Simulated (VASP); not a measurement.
# Al8CN6 (a cell with a defect) in VASP: single point with PBE+D3(BJ)

Aim: the single point of Al8CN6 (a cell with a defect) with PBE+D3(BJ).

All numbers are computed with VASP 6.6.1; they aren't measurements. Logs are shortened: lines on timing, memory, paths and dates and some standing lists are left out, and cuts for length are marked.

**1. The cell of the first run**

The cell holds a defect, 15 atoms: a = 6.222 Å, b = 5.388 Å, c = 4.978 Å, α = 90.00°, β = 90.00°, γ = 90.00°.

**2. Single point, PBE+D3(BJ), collinear spin**

INCAR reads:

```
ALGO = Normal
EDIFF = 1E-7
ENCUT = 520
GGA = PE
ISIF = 2
ISMEAR = 0
ISPIN = 2
IVDW = 12
LASPH = T
LCHARG = T
LELF = T
LORBIT = 11
LREAL = Auto
LVHAR = T
LWAVE = F
MAGMOM = 0 0 0 0 0 0 0 0 0 0 0 0 0 0 1
NBANDS = 46
NELECT = 59.0
NELM = 150
PREC = Accurate
SIGMA = 0.02
```

KPOINTS reads:

```
k-points
0
Gamma
  2 2 2
```

POSCAR reads:

```
Al8CN6
1.0
   -3.1110000000     -5.3884100000      0.0000000000
    4.6665000000     -2.6942050000      0.0000000000
    0.0000000000      0.0000000000      4.9780000000
Al N C
8 6 1
Direct
    0.4979743875      0.3321075878      0.0004412397
    0.5049359337      0.6614868325      0.4932000636
    0.2450498164      0.8309183039     -0.0033406720
    0.2480843306      0.1653410260      0.5030796002
   -0.0034878424      0.3290154925     -0.0001372600
   -0.0026111787      0.6870048994      0.4941092938
    0.7384977531      0.8261396674      0.0161525361
    0.7648302937      0.1493162948      0.5020809403
    0.5067648774      0.3205303025      0.3844592965
    0.4935148610      0.6617277574      0.8743182247
    0.2609329927      0.8371582513      0.3779351967
    0.2513982745      0.1650793352      0.8831247795
    0.0019624034      0.3422172638      0.3838486605
    0.7417401843      0.1579489873      0.8882868792
   -0.0107128872      0.6659911980      0.8859011212
```

Potentials or basis: VASP PAW PBE potentials, release 64 (Al, N, C).

On the command line:

```sh
> cat potpaw_PBE.64/Al/POTCAR potpaw_PBE.64/N/POTCAR potpaw_PBE.64/C/POTCAR > POTCAR
> mpirun -np 1 vasp_std > vasp.out
```

OUTCAR:

```text
EDIFF = 1E-7
   ENCUT = 520
   GGA = PE
   ISIF = 2
   ISMEAR = 0
   ISPIN = 2
   IVDW = 12
   LASPH = T
   LORBIT = 11
   LREAL = Auto
   NELECT = 59.0
   NELM = 150
   PREC = Accurate
 IVDW          = 12

 ion  position               nearest neighbor table
   1  0.498  0.332  0.000-  14 1.87  12 1.87  10 1.88   9 1.91   2 3.03   7 3.05   4 3.06   4 3.08
                             2 3.09   5 3.10   7 3.11   3 3.11   5 3.12   3 3.13   8 3.14   8 3.16
   2  0.505  0.661  0.493-  11 1.88  10 1.90   9 1.92   7 2.92   1 3.03   6 3.07   8 3.09   1 3.09
                             3 3.09   7 3.11   4 3.12   3 3.12   4 3.15   6 3.16   8 3.20
   3  0.245  0.831  0.997-  12 1.89  10 1.90  11 1.90  15 1.90   6 3.02   6 3.04   4 3.05   7 3.07
                             2 3.09   5 3.10   4 3.10   1 3.11   5 3.12   2 3.12   1 3.13   7 3.15
   4  0.248  0.165  0.503-  11 1.88  12 1.89  13 1.90   9 1.91   8 3.01   6 3.01   3 3.05   5 3.06
                             1 3.06   1 3.08   5 3.08   3 3.10   2 3.12   2 3.15   6 3.22   8 3.22
   5  0.997  0.329  1.000-  15 1.90  12 1.91  13 1.91  14 1.92   8 3.03   8 3.04   4 3.06   4 3.08
                             3 3.10   1 3.10   3 3.12   1 3.12   7 3.12   6 3.13   7 3.15   6 3.17
   6  0.997  0.687  0.494-  11 1.92  13 1.94  15 1.95   8 2.88   7 2.97   4 3.01   3 3.02   3 3.04
                             2 3.07   5 3.13   7 3.15   2 3.16   5 3.17   4 3.22   8 3.24
   7  0.738  0.826  0.016-  15 1.90  14 1.90  10 1.90   2 2.92   6 2.97   8 2.99   1 3.05   3 3.07
                             8 3.10   2 3.11   1 3.11   5 3.12   6 3.15   5 3.15   3 3.15
   8  0.765  0.149  0.502-  13 1.90  14 1.93   9 1.94   6 2.88   7 2.99   4 3.01   5 3.03   5 3.04
                             2 3.09   7 3.10   1 3.14   1 3.16   2 3.20   4 3.22   6 3.24
   9  0.507  0.321  0.384-   4 1.91   1 1.91   2 1.92   8 1.94
  10  0.494  0.662  0.874-   1 1.88   3 1.90   2 1.90   7 1.90
  11  0.261  0.837  0.378-   4 1.88   2 1.88   3 1.90   6 1.92
  12  0.251  0.165  0.883-   1 1.87   3 1.89   4 1.89   5 1.91
  13  0.002  0.342  0.384-   8 1.90   4 1.90   5 1.91   6 1.94
  14  0.742  0.158  0.888-   1 1.87   7 1.90   5 1.92   8 1.93
  15  0.989  0.666  0.886-   7 1.90   5 1.90   3 1.90   6 1.95

  LATTYP: Found a simple orthorhombic cell.
 ALAT       =     4.9780000000
 B/A-ratio  =     1.0824447663
 C/A-ratio  =     1.2498995472

  Lattice vectors:

 A1 = (   0.0000000000,   0.0000000000,  -4.9780000000)
 A2 = (   4.6665000000,  -2.6942050000,   0.0000000000)
 A3 = (  -3.1110000000,  -5.3884100000,   0.0000000000)

Analysis of symmetry for initial positions (statically):
=====================================================================
 Subroutine PRICEL returns:
 Original cell was already a primitive cell.

 Routine SETGRP: Setting up the symmetry group for a
 simple orthorhombic supercell.

 Subroutine GETGRP returns: Found  1 space group operations
 (whereof  1 operations were pure point group operations)
 out of a pool of  8 trial point group operations.

The static configuration has the point symmetry C_1 .

Analysis of symmetry for dynamics (positions and initial velocities):
=====================================================================
 Subroutine PRICEL returns:
 Original cell was already a primitive cell.

 Routine SETGRP: Setting up the symmetry group for a
 simple orthorhombic supercell.

 Subroutine GETGRP returns: Found  1 space group operations
 (whereof  1 operations were pure point group operations)
 out of a pool of  8 trial point group operations.

The dynamic configuration has the point symmetry C_1 .

Analysis of structural, dynamic, and magnetic symmetry:
=====================================================================
 Subroutine PRICEL returns:
 Original cell was already a primitive cell.

 Routine SETGRP: Setting up the symmetry group for a
 simple orthorhombic supercell.

 Subroutine GETGRP returns: Found  1 space group operations
 (whereof  1 operations were pure point group operations)
 out of a pool of  8 trial point group operations.

The overall configuration has the point symmetry C_1 .

 Subroutine INISYM returns: Found  1 space group operations
 (whereof  1 operations are pure point group operations),
 and found     1 'primitive' translations

----------------------------------------------------------------------------------------

                                     Primitive cell

  volume of cell :     166.8958

  direct lattice vectors                    reciprocal lattice vectors
    -3.111000000 -5.388410000  0.000000000    -0.080360013 -0.139187627  0.000000000
     4.666500000 -2.694205000  0.000000000     0.160720026 -0.092791751  0.000000000
     0.000000000  0.000000000  4.978000000     0.000000000  0.000000000  0.200883889

[... 79 lines left out ...]
   ions per type =               8   6   1
   NGX,Y,Z   is equivalent  to a cutoff of  12.83, 12.34, 13.36 a.u.
   NGXF,Y,Z  is equivalent  to a cutoff of  25.65, 24.68, 26.72 a.u.
 SYSTEM =  unknown system
   PREC   = accura    normal or accurate (medium, high low for compatibility)
   ISTART =      0    job   : 0-new  1-cont  2-samecut
   ICHARG =      2    charge: 1-file 2-atom 10-const
   ISPIN  =      2    spin polarized calculation?
   LNONCOLLINEAR =      F non collinear calculations
   LSORBIT =      F    spin-orbit coupling
   LASPH  =      T    aspherical Exc in radial PAW
   ENCUT  =  520.0 eV  38.22 Ry    6.18 a.u.  11.57 10.02  9.26*2*pi/ulx,y,z
   NELM   =    150;   NELMIN=  2; NELMDL= -5     # of ELM steps
   EDIFF  = 0.1E-06   stopping-criterion for ELM
   LREAL  =      T    real-space projection
   EDIFFG = 0.1E-05   stopping-criterion for IOM
   NSW    =      0    number of steps for IOM
   IBRION =     -1    ionic relax: 0-MD 1-quasi-New 2-CG
   NFREE  =      0    steps in history (QN), initial steepest desc. (CG)
   ISIF   =      2    stress and relaxation
   ISYM   =      2    0-nonsym 1-usesym 2-fastsym
   POTIM  = 0.5000    time-step for ionic-motion
   TEBEG  =    0.0;   TEEND  =   0.0 temperature during run
   PSTRESS=    0.0 pullay stress
   NELECT =      59.0000    total number of electrons
   NUPDOWN=      -1.0000    fix difference up-down
   EMIN   =  10.00;   EMAX   =-10.00  energy-range for DOS
   EFERMI =   0.00;   METHOD = LEGACY
   ISMEAR =     0;   SIGMA  =   0.02  broadening in eV -4-tet -1-fermi 0-gaus
   EFERMI_NEDOS =   21; number of points for ismear=-14 and -15
   IALGO  =     38    algorithm
   IMIX   =      4    mixing-type and parameters
     AMIX     =   0.40;   BMIX     =  1.00
     AMIX_MAG =   1.60;   BMIX_MAG =  1.00
  volume/ion in A,a.u.               =      11.13        75.08
  Fermi-wavevector in a.u.,A,eV,Ry     =   1.157560  2.187472 18.231073  1.339946
  Thomas-Fermi vector in A             =   2.294171
   LORBIT       =     11    0 simple, 1 ext, 2 COOP (PROOUT), +10 PAW based schemes
   GGA     = PE    functional components
   LHFCALC =     F    Hartree Fock is set to
   AEXX    =    0.0000 exact exchange contribution
   IVDW    =    12    specifies the selected vdW correction
   LEPSILON=     F    determine dielectric tensor
   LRPA    =     F    only Hartree local field effects (RPA)
 spin polarized calculation
 Gauss-broadening in eV      SIGMA  =   0.02
  energy-cutoff  :      520.00
  volume of cell :      166.90
 maximum number of plane-waves:      4540
 NGX is ok and might be reduce to    48
   NGX = 23   NGY = 21   NGZ = 19

 number of electron      59.0000000 magnetization       0.0000778

 number of electron      59.0000000 magnetization      -0.0000113

 Free energy of the ion-electron system (eV)
  ---------------------------------------------------
  ext. energy  EPLUGINS =         0.00000000
  ---------------------------------------------------
  free energy    TOTEN  =       -94.88657536 eV

  energy without entropy =      -94.88657536  energy(sigma->0) =      -94.88657536

 E-fermi :   9.2005     XC(G=0): -10.8450

 val. band max:        9.1126876031   @ k =   0.5000   0.5000   0.0000
 cond. band min:       9.3752145300   @ k =   0.0000   0.5000   0.0000
 fundamental gap:      0.2625269270
 Fermi energy:         9.2005105946

 spin component 1

 k-point     1 :       0.0000    0.0000    0.0000
  band No.  band energies     occupation
      1      -9.1252      1.00000
      2      -7.5318      1.00000
      3      -7.4388      1.00000
      4      -7.1187      1.00000
      5      -6.9988      1.00000
      6      -6.7430      1.00000
[... 341 lines left out ...]
     40      14.2004      0.00000
     41      15.1819      0.00000
 Fermi energy:         9.2005105946

 spin component 2

 k-point     1 :       0.0000    0.0000    0.0000
  band No.  band energies     occupation
      1      -9.1252      1.00000
      2      -7.5318      1.00000
      3      -7.4388      1.00000
      4      -7.1187      1.00000
      5      -6.9988      1.00000
      6      -6.7430      1.00000
[... 341 lines left out ...]
     40      14.2004      0.00000
     41      15.1819      0.00000
 [bands above 41 left out]

------------------------ aborting loop because EDIFF is reached ----------------------------------------

 Edisp (eV)   -3.99555

 E8    (eV) :    -1.5862

  FORCE on cell =-STRESS in cart. coord.  units (eV):
  Direction    XX          YY          ZZ          XY          YZ          ZX
  --------------------------------------------------------------------------------------
  -------------------------------------------------------------------------------------
  Total      11.62716    15.69728     9.96001    -0.07494    -0.92022    -0.01226
  in kB     111.61917   150.69177    95.61472    -0.71941    -8.83394    -0.11765
  external pressure =      119.31 kB  Pullay stress =        0.00 kB

 VOLUME and BASIS-vectors are now :
 -----------------------------------------------------------------------------
  energy-cutoff  :      520.00
  volume of cell :      166.90
      direct lattice vectors                 reciprocal lattice vectors
    -3.111000000 -5.388410000  0.000000000    -0.080360013 -0.139187627  0.000000000
     4.666500000 -2.694205000  0.000000000     0.160720026 -0.092791751  0.000000000
     0.000000000  0.000000000  4.978000000     0.000000000  0.000000000  0.200883889

 POSITION                                       TOTAL-FORCE (eV/Angst)
 -----------------------------------------------------------------------------------
      0.00058     -3.57806      0.00220        -0.000094      0.004063     -0.003293
      1.51597     -4.50298      2.45515        -0.001415      0.009496      0.002071
      3.11513     -3.55909      4.96137        -0.000338     -0.007244      0.005421
     -0.00023     -1.78224      2.50433         0.008075     -0.004780      0.000551
     -1.56480     -6.25605      4.97732        -0.008187      0.004991      0.004583
      0.10303     -7.22527      2.45968        -0.009253     -0.005917     -0.001058
      1.55771     -6.20512      0.08041         0.006422      0.003148     -0.010084
     -1.68260     -4.52351      2.49936         0.012044      0.000221     -0.002323
     -0.08079     -3.59423      1.91384        -0.001574     -0.001895     -0.016322
      1.55263     -4.44209      4.35236         0.003105     -0.003638      0.017827
      3.09484     -3.66149      1.88136         0.003346      0.000133     -0.005179
     -0.01176     -1.79939      4.39620         0.003994      0.003965      0.003528
      1.59085     -0.93258      1.91080        -0.000877     -0.001698     -0.006847
     -1.57048     -4.42235      4.42189        -0.007947     -0.003867      0.013670
      0.03018     -7.12500      4.41002        -0.007302      0.003023     -0.002544
 -----------------------------------------------------------------------------------
    total drift:                               -0.016128      0.004357     -0.002452

  FREE ENERGIE OF THE ION-ELECTRON SYSTEM (eV)
  ---------------------------------------------------
  free  energy   TOTEN  =       -98.8821288225 eV

  energy  without entropy=      -98.8821288225  energy(sigma->0) =      -98.88212882

 total charge

# of ion       s       p       d       tot
------------------------------------------
    1        0.377   0.457   0.000   0.834
    2        0.407   0.423   0.000   0.830
    3        0.387   0.469   0.000   0.855
    4        0.373   0.448   0.000   0.822
    5        0.386   0.459   0.000   0.845
    6        0.394   0.416   0.000   0.810
    7        0.393   0.439   0.000   0.832
    8        0.381   0.407   0.000   0.788
    9        1.233   2.613   0.000   3.846
   10        1.232   2.646   0.000   3.878
   11        1.247   2.621   0.000   3.868
   12        1.226   2.663   0.000   3.889
   13        1.239   2.615   0.000   3.854
   14        1.230   2.635   0.000   3.865
   15        0.856   1.697   0.000   2.554
--------------------------------------------------
tot         11.362  21.008   0.000  32.369

 magnetization (x)

# of ion       s       p       d       tot
------------------------------------------
    1        0.000   0.000   0.000   0.000
    2        0.000   0.000   0.000   0.000
    3       -0.000   0.000   0.000   0.000
    4        0.000   0.000   0.000   0.000
    5       -0.000  -0.000   0.000  -0.000
    6       -0.000  -0.000   0.000  -0.000
    7       -0.000   0.000   0.000   0.000
    8        0.000   0.000   0.000   0.000
    9       -0.000  -0.000   0.000  -0.000
   10        0.000  -0.000   0.000   0.000
   11        0.000   0.000   0.000   0.000
   12        0.000   0.000   0.000   0.000
   13        0.000   0.000   0.000   0.000
   14        0.000   0.000   0.000   0.000
   15        0.000   0.000   0.000   0.000
--------------------------------------------------
tot          0.000   0.000   0.000   0.000
```

It took 5.2 min on 1 thread of Intel Xeon 8259CL, shared host; peak memory 0.36 GiB.

Results:

```yaml
Free_energy: -98.8821 eV
Largest_force: 0.018 eV/Å
Net_moment: 0.00 μB per cell
Valence_electrons_inside_the_program's_atomic_spheres: Al 0.83, 0.85, 0.82, 0.84, 0.81, 0.79 (each value once); N 3.85, 3.88, 3.87, 3.89 (each value once); C 2.55
Dispersion_energy_per_atom: -0.266 eV
```

Forces on the atoms (eV/Å):
```
Al   0.000  0.004 -0.003
Al  -0.001  0.009  0.002
Al   0.000 -0.007  0.005
Al   0.008 -0.005  0.001
Al  -0.008  0.005  0.005
Al  -0.009 -0.006 -0.001
Al   0.006  0.003 -0.010
Al   0.012  0.000 -0.002
N   -0.002 -0.002 -0.016
N    0.003 -0.004  0.018
N    0.003  0.000 -0.005
N    0.004  0.004  0.004
N   -0.001 -0.002 -0.007
N   -0.008 -0.004  0.014
C   -0.007  0.003 -0.003
```

Levels at points of the mesh, in eV from the Fermi level:
Spin up:
| k point | band 25 | band 26 | band 27 | band 28 | band 29 | band 30 | band 31 | band 32 | band 33 | band 34 |
| --- | --- | --- | --- | --- | --- | --- | --- | --- | --- | --- |
| (0.00, 0.00, 0.00) | -4.25 | -3.91 | -3.36 | -2.83 | -2.70 | 0.59 | 0.66 | 1.34 | 2.10 | 2.22 |
| (0.50, 0.00, 0.00) | -4.49 | -4.05 | -3.15 | -3.00 | -2.84 | -0.67 | 1.04 | 1.17 | 1.79 | 2.21 |
| (0.00, 0.50, 0.00) | -3.98 | -3.75 | -3.42 | -2.95 | -2.64 | 0.17 | 0.55 | 1.64 | 2.27 | 2.62 |
| (0.50, 0.50, 0.00) | -4.23 | -4.03 | -3.44 | -3.23 | -2.60 | -0.09 | 0.68 | 1.16 | 3.03 | 3.43 |
| (0.00, 0.00, 0.50) | -4.27 | -4.11 | -2.84 | -2.77 | -2.50 | 0.35 | 1.13 | 1.48 | 1.98 | 2.31 |
| (0.50, 0.00, 0.50) | -4.42 | -3.93 | -3.79 | -2.91 | -2.69 | -0.14 | 1.07 | 1.24 | 3.43 | 3.45 |
| (0.00, 0.50, 0.50) | -4.45 | -3.98 | -3.24 | -2.83 | -2.67 | 0.36 | 0.68 | 1.09 | 2.13 | 2.21 |
| (0.50, 0.50, 0.50) | -4.52 | -4.04 | -3.66 | -3.24 | -2.64 | -0.22 | 0.68 | 0.96 | 2.94 | 3.05 |
Spin down:
| k point | band 26 | band 27 | band 28 | band 29 | band 30 | band 31 | band 32 | band 33 |
| --- | --- | --- | --- | --- | --- | --- | --- | --- |
| (0.00, 0.00, 0.00) | -3.91 | -3.36 | -2.83 | -2.70 | 0.59 | 0.66 | 1.34 | 2.10 |
| (0.50, 0.00, 0.00) | -4.05 | -3.15 | -3.00 | -2.84 | -0.67 | 1.04 | 1.17 | 1.79 |
| (0.00, 0.50, 0.00) | -3.75 | -3.42 | -2.95 | -2.64 | 0.17 | 0.55 | 1.64 | 2.27 |
| (0.50, 0.50, 0.00) | -4.03 | -3.44 | -3.23 | -2.60 | -0.09 | 0.68 | 1.16 | 3.03 |
| (0.00, 0.00, 0.50) | -4.11 | -2.84 | -2.77 | -2.50 | 0.35 | 1.13 | 1.48 | 1.98 |
| (0.50, 0.00, 0.50) | -3.93 | -3.79 | -2.91 | -2.69 | -0.14 | 1.07 | 1.24 | 3.43 |
| (0.00, 0.50, 0.50) | -3.98 | -3.24 | -2.83 | -2.67 | 0.36 | 0.68 | 1.09 | 2.13 |
| (0.50, 0.50, 0.50) | -4.04 | -3.66 | -3.24 | -2.64 | -0.22 | 0.68 | 0.96 | 2.94 |

Caveat: the k points lie up to 0.63 Å⁻¹ apart; the cell carries a net charge on a neutralising background, which shifts energy and pressure; the cell is charged against a uniform background, so pressure and absolute levels hang on convention.
